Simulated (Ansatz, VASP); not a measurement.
# One calculation of CdTe, two programs

File INCAR:

```
PREC = Accurate
ENCUT = 500
EDIFF = 1E-6
ISMEAR = 0
SIGMA = 0.1
LREAL = False
LASPH = True
NELM = 120
ALGO = Normal
ISIF = 2
LWAVE = False
LCHARG = False
GGA = PE
NBANDS = 16
GGA_COMPAT = False
```

Contents of KPOINTS:

```
regular mesh
0
Gamma
  14 14 14
```

The input POSCAR:

```
CdTe
1.0
    0.0000000000      2.7879089826      2.7879089826
    2.7879089826      0.0000000000      2.7879089826
    2.7879089826      2.7879089826      0.0000000000
Cd Te
1 1
Direct
    0.0000000000      0.0000000000      0.0000000000
    0.5000000000      0.5000000000      0.5000000000
```

Input for Ansatz:

```yaml
crystal:
  lattice:
    - [0.0, 2.7879089826, 2.7879089826]
    - [2.7879089826, 0.0, 2.7879089826]
    - [2.7879089826, 2.7879089826, 0.0]
  atoms:
    - { symbol: Cd, position: [0.0, 0.0, 0.0] }
    - { symbol: Te, position: [0.5, 0.5, 0.5] }
basis:
  ecutwfc: 420
kpoints:
  mp_grid: { grid: [14, 14, 14] }
hamiltonian:
  xc: pbe
scf:
  occupations: { method: gaussian, width: 0.1 }
output:
  forces: true
  stress: true
  eigenvalues: true
```

Alike in both runs: task single point; functional PBE; k mesh 14 × 14 × 14; occupations gaussian, width 0.1 eV; no spin polarisation.

```csv
,VASP,Ansatz
version,VASP 6.6.1,Ansatz 0.2.0
potentials or method,"VASP PAW PBE potentials, release 64 (Cd, Te), cutoff 500 eV","scalar-relativistic, plane waves, PAW"
valence electrons in the cell,18,36
```

Ansatz gave:

- gap on the k mesh at the Fermi level (eV): none
- pressure (GPa): 26.2

What did VASP give for the same quantities?

gap on the k mesh at the Fermi level (eV): none; pressure (GPa): 26.8.

A gap of «none» marks a metal or a gap that the smearing closes. With one functional, cell and mesh, what is left measures potentials, basis and numerics. VASP's potentials hold 18 valence electrons a cell and Ansatz's 36, so a difference there can come from the potentials and not from the codes.

Neither program's run includes spin-orbit coupling.
